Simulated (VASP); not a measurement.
# Al2Cu (I4/mcm) in VASP: a series of runs, part 4 of 4

VASP 6.6.1. The steps go on from the part before.

## Step 6: Single point, PBEsol

This run uses another cell than the first one, of 15.45 Å³/atom.

Input file INCAR:

```
SYSTEM = Al2Cu
PREC     = Accurate       ! precision mode
ENCUT    = 520            ! plane-wave cutoff, eV
EDIFF    = 1E-7           ! SCF threshold, eV
ISMEAR   = 0              ! smearing method
SIGMA    = 0.15           ! smearing width, eV
LREAL    = .False.        ! projectors in reciprocal space
LASPH    = .True.         ! aspherical terms in the spheres
NELM     = 100            ! most SCF steps
ALGO     = Fast           ! electronic algorithm
ISIF     = 2              ! what is computed and relaxed
LWAVE    = .False.        ! write WAVECAR
LCHARG   = .True.         ! write CHGCAR
GGA      = PS             ! functional
LELF     = .True.         ! ELF
LVHAR    = .True.       
NBANDS   = 26             ! bands
```

Input file KPOINTS:

```
regular mesh
0
Gamma
  10 10 10
  0 0 0
```

Input file POSCAR:

```
Al2Cu
1.0
   -3.1463500000      3.1463500000      2.3414000000
    3.1463500000     -3.1463500000      2.3414000000
    3.1463500000      3.1463500000     -2.3414000000
Al Cu
4 2
Direct
    0.1593210787      0.6593210787      0.8186421574
    0.6593210787      0.8406789213      0.5000000000
    0.8406789213      0.3406789213      0.1813578426
    0.3406789213      0.1593210787      0.5000000000
    0.7500000000      0.7500000000      0.0000000000
    0.2500000000      0.2500000000      0.0000000000
```

Potentials or basis: VASP PAW PBE potentials, release 64 (Al, Cu).

The run is started by

```
cat potpaw_PBE.64/Al/POTCAR potpaw_PBE.64/Cu/POTCAR > POTCAR
mpirun -np 1 vasp_std > vasp.out
```

OUTCAR:

```text
SYSTEM = Al2Cu
   PREC = Accurate
   ENCUT = 520
   EDIFF = 1E-7
   ISMEAR = 0
   LREAL = .False.
   LASPH = .True.
   NELM = 100
   ISIF = 2
   GGA = PS

 ion  position               nearest neighbor table
   1  0.159  0.659  0.819-   5 2.64   6 2.64   5 2.64   6 2.64   3 2.84   3 2.84   3 2.84   4 3.08
                             2 3.08   2 3.08   4 3.08   4 3.35   2 3.35   2 3.35   4 3.35
   2  0.659  0.841  0.500-   6 2.64   6 2.64   5 2.64   5 2.64   4 2.84   4 2.84   4 2.84   3 3.08
                             1 3.08   1 3.08   3 3.08   1 3.35   3 3.35   1 3.35   3 3.35
   3  0.841  0.341  0.181-   5 2.64   6 2.64   5 2.64   6 2.64   1 2.84   1 2.84   1 2.84   2 3.08
                             4 3.08   4 3.08   2 3.08   4 3.35   2 3.35   4 3.35   2 3.35
   4  0.341  0.159  0.500-   5 2.64   5 2.64   6 2.64   6 2.64   2 2.84   2 2.84   2 2.84   3 3.08
                             1 3.08   1 3.08   3 3.08   1 3.35   3 3.35   3 3.35   1 3.35
   5  0.750  0.750  0.000-   6 2.34   6 2.34   4 2.64   4 2.64   2 2.64   2 2.64   1 2.64   3 2.64
                             3 2.64   1 2.64
   6  0.250  0.250  0.000-   5 2.34   5 2.34   2 2.64   2 2.64   4 2.64   4 2.64   3 2.64   1 2.64
                             1 2.64   3 2.64

  LATTYP: Found a body centered tetragonal cell.
 ALAT       =     6.2927000000
 C/A-ratio  =     0.7441638724

  Lattice vectors:

 A1 = (  -3.1463500000,   3.1463500000,   2.3414000000)
 A2 = (   3.1463500000,  -3.1463500000,   2.3414000000)
 A3 = (   3.1463500000,   3.1463500000,  -2.3414000000)

Analysis of symmetry for initial positions (statically):
=====================================================================
 Subroutine PRICEL returns:
 Original cell was already a primitive cell.

 Routine SETGRP: Setting up the symmetry group for a
 body centered tetragonal supercell.

 Subroutine GETGRP returns: Found 16 space group operations
 (whereof  8 operations were pure point group operations)
 out of a pool of 16 trial point group operations.

The static configuration has the point symmetry C_4h.
 The point group associated with its full space group is D_4h.

Analysis of symmetry for dynamics (positions and initial velocities):
[... 148 lines left out ...]
   IVDW    =     0    specifies the selected vdW correction
   LEPSILON=     F    determine dielectric tensor
   LRPA    =     F    only Hartree local field effects (RPA)
 non-spin polarized calculation
 RMM-DIIS sequential band-by-band and
 Gauss-broadening in eV      SIGMA  =   0.15
  energy-cutoff  :      520.00
  volume of cell :       92.71
 maximum number of plane-waves:      2527
 NGX is ok and might be reduce to    40
   NGX = 19   NGY = 19   NGZ = 19

 number of electron      34.0000006 magnetization

 Free energy of the ion-electron system (eV)
  ---------------------------------------------------
  ext. energy  EPLUGINS =         0.00000000
  ---------------------------------------------------
  free energy    TOTEN  =       -25.75403950 eV

  energy without entropy =      -25.72830929  energy(sigma->0) =      -25.74117440

 E-fermi :   7.5982     XC(G=0): -10.7928

 val. band max:        7.5896777912   @ k =   0.4000   0.1000   0.1000
 cond. band min:       7.6017059661   @ k =   0.3000   0.1000   0.1000
 fundamental gap:      0.0120281750
 Fermi energy:         7.5982261112

 k-point     1 :       0.0000    0.0000    0.0000
  band No.  band energies     occupation
      1      -3.0001      2.00000
      2       2.2135      2.00000
      3       2.3489      2.00000
      4       2.5794      2.00000
      5       2.5794      2.00000
      6       3.4088      2.00000
[... 685 lines left out ...]
     25      13.5630      0.00000
     26      14.0550      0.00000

 [... further k-points ...]

------------------------ aborting loop because EDIFF is reached ----------------------------------------

  FORCE on cell =-STRESS in cart. coord.  units (eV):
  Direction    XX          YY          ZZ          XY          YZ          ZX
  --------------------------------------------------------------------------------------
  -------------------------------------------------------------------------------------
  Total       -5.2885494     -5.2885494      0.9111685      0.0000000     -0.0000000      0.0000000
  in kB      -91.3897477    -91.3897477     15.7456137      0.0000000     -0.0000000      0.0000000
  external PRESSURE =     -55.6779606 kB  Pullay stress =       0.0000000 kB

 VOLUME and BASIS-vectors are now :
 -----------------------------------------------------------------------------
  energy-cutoff  :      520.00
  volume of cell :       92.71
      direct lattice vectors                 reciprocal lattice vectors
    -3.146350000  3.146350000  2.341400000     0.000000000  0.158914298  0.213547450
     3.146350000 -3.146350000  2.341400000     0.158914298  0.000000000  0.213547450
     3.146350000  3.146350000 -2.341400000     0.158914298  0.158914298  0.000000000

 POSITION                                       TOTAL-FORCE (eV/Angst)
 -----------------------------------------------------------------------------------
      4.14891      1.00256      0.00000        -0.091471     -0.091471      0.000000
      2.14379      1.00256      2.34140         0.091471     -0.091471      0.000000
     -1.00256      2.14379      2.34140         0.091471      0.091471     -0.000000
      1.00256      2.14379      0.00000        -0.091471      0.091471     -0.000000
      0.00000      0.00000      3.51210         0.000000      0.000000      0.000000
      0.00000      0.00000      1.17070         0.000000      0.000000      0.000000
 -----------------------------------------------------------------------------------
    total drift:                               -0.000000     -0.000000      0.000000

  FREE ENERGIE OF THE ION-ELECTRON SYSTEM (eV)
  ---------------------------------------------------
  free  energy   TOTEN  =       -25.7540395049 eV

  energy  without entropy=      -25.7283092855  energy(sigma->0) =      -25.74117440
```

OSZICAR:

```text
N       E                     dE             d eps       ncg     rms          rms(c)
DAV:   1     0.181298253512E+03    0.18130E+03   -0.13574E+04  5304   0.144E+03
DAV:   2    -0.188154912630E+02   -0.20011E+03   -0.18758E+03  5318   0.284E+02
DAV:   3    -0.302441649148E+02   -0.11429E+02   -0.10756E+02  6888   0.878E+01
DAV:   4    -0.305866695284E+02   -0.34250E+00   -0.34078E+00  8042   0.131E+01
[... 10 lines left out ...]
RMM:  15    -0.257540383428E+02    0.74296E-05   -0.68152E-05  7264   0.831E-02    0.978E-03
RMM:  16    -0.257540413689E+02   -0.30261E-05   -0.26065E-05  7631   0.322E-02    0.120E-02
RMM:  17    -0.257540393247E+02    0.20442E-05   -0.81302E-06  6499   0.345E-02    0.148E-03
RMM:  18    -0.257540394706E+02   -0.14592E-06   -0.22122E-06  7380   0.108E-02    0.860E-04
RMM:  19    -0.257540395049E+02   -0.34267E-07   -0.25188E-07  4934   0.431E-03
   1 F= -.25754040E+02 E0= -.25741174E+02  d E =-.257302E-01
```

Run time: 7 min. Hardware: 1 thread of AMD EPYC 9R14 (Zen 4), shared host; peak memory 0.35 GiB.

Results:

```yaml
Free_energy: -25.7540 eV
Pressure: -5.6 GPa
Largest_force: 0.129 eV/Å
Band_gap_on_the_k_mesh: zero (bands 17 and 18 overlap by 4.70 eV)
```

Forces on the atoms (eV/Å):
```
Al  -0.091 -0.091  0.000
Al   0.091 -0.091  0.000
Al   0.091  0.091  0.000
Al  -0.091  0.091  0.000
Cu   0.000  0.000  0.000
Cu   0.000  0.000  0.000
```

Stress tensor (GPa, compression positive):
```
-9.14  0.00  0.00
 0.00 -9.14  0.00
 0.00  0.00  1.57
```

Caveat: the cell stands under tension; the PAW data sets were made with another functional, which shifts forces and pressure a little.

## Step 7: Summary

```csv
cell,further INCAR settings,gap on the mesh (eV),pressure (GPa),largest force (eV/Å)
"a = 5.097 Å, angles 103.8, 103.8, 121.6°, 6 atoms",ALGO = Fast; EDIFF = 1e-06; NBANDS = 26,none,-10.2,0.03
"a = 5.084 Å, angles 104.4, 104.4, 120.2°, 6 atoms",ALGO = Fast; EDIFF = 1e-06; NBANDS = 26,none,-10.4,0.08
"a = 5.109 Å, angles 104.0, 104.0, 121.1°, 6 atoms",ALGO = Fast; EDIFF = 1e-06; NBANDS = 26,none,-10.8,0.05
"a = 5.121 Å, angles 104.2, 104.2, 120.7°, 6 atoms",ALGO = Fast; EDIFF = 1e-06; NBANDS = 26,none,-11.3,0.07
"a = 5.028 Å, angles 102.5, 102.5, 124.5°, 6 atoms",ALGO = Fast; EDIFF = 1e-07; NBANDS = 26,none,-5.6,0.13
```

Alike in all rows: task single point; level PBEsol; potentials or basis VASP PAW PBE potentials, release 64 (Al, Cu); no spin polarisation; k mesh 10 × 10 × 10; cutoff (eV) 520; smearing gaussian 0.15 eV.

Caveats: the cell stands under tension; the PAW data sets were made with another functional, which shifts forces and pressure a little.

Absolute energies hang on the potentials; compare differences alone.
